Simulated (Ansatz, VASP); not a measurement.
# One calculation of C, two programs

Contents of INCAR:

```
  PREC = Accurate
  ENCUT = 520
  EDIFF = 1E-7
  ISMEAR = 0
  SIGMA = 0.05
  LREAL = False
  LASPH = True
  NELM = 60
  ALGO = Normal
  ISIF = 2
  LWAVE = False
  LCHARG = False
  GGA = PE
  IVDW = 12
  NBANDS = 11
```

The input KPOINTS:

```
regular mesh
0
Gamma
  15 15 15
```

Contents of POSCAR:

```
C
1.0
    1.2324809262      0.7115731945      3.3609366220
   -1.2324809262      0.7115731945      3.3609366220
    0.0000000000     -1.4231463891      3.3609366220
C
2
Direct
    0.1431202731      0.1431202731      0.1852803773
    0.8568797269      0.8568797269      0.8147196227
```

Input for Ansatz:

```yaml
crystal:
  lattice:
    - [1.2324809262, 0.7115731945, 3.360936622]
    - [-1.2324809262, 0.7115731945, 3.360936622]
    - [0.0, -1.4231463891, 3.360936622]
  atoms:
    - { symbol: C, position: [0.1431202731, 0.1431202731, 0.1852803773] }
    - { symbol: C, position: [0.8568797269, 0.8568797269, 0.8147196227] }
basis:
  ecutwfc: 520.0
kpoints:
  mp_grid: { grid: [15, 15, 15] }
hamiltonian:
  xc: pbe
  pseudopotentials: { kind: paw, azcp: { folder: soft_1 } }
  dispersion: d3bj
scf:
  occupations: { method: gaussian, width: 0.05 }
output:
  forces: true
  stress: true
  eigenvalues: true
```

Change from the starting cell: mode 4 frozen in at -0.095 Å and mode 6 at -0.060 Å (largest displacements).

Alike in both runs: task single point; functional PBE; dispersion D3(BJ); k mesh 15 × 15 × 15; occupations gaussian, width 0.05 eV; no spin polarisation.

|  | VASP | Ansatz |
| --- | --- | --- |
| version | VASP 6.6.1 | Ansatz 0.2.0 |
| potentials or method | VASP PAW PBE potentials, release 64 (C), cutoff 520 eV | scalar-relativistic, plane waves, PAW |
| valence electrons in the cell | 8 | 8 |

VASP gave:

```
gap on the k mesh at the Fermi level (eV)                     : 0.20
least direct gap on the mesh (eV)                             : 0.20
pressure (GPa)                                                : 5.2
traceless stress, the component that is largest in VASP (GPa) : 18.04
rms of the force components (eV/Å)                            : 4.285
```

What did Ansatz give for the same quantities?

gap on the k mesh at the Fermi level (eV): 0.20; least direct gap on the mesh (eV): 0.20; pressure (GPa): 4.8; traceless stress, the component that is largest in VASP (GPa): 17.62; rms of the force components (eV/Å): 4.277.

Atom by atom the forces differ by 0.013 eV/Å (rms over components).
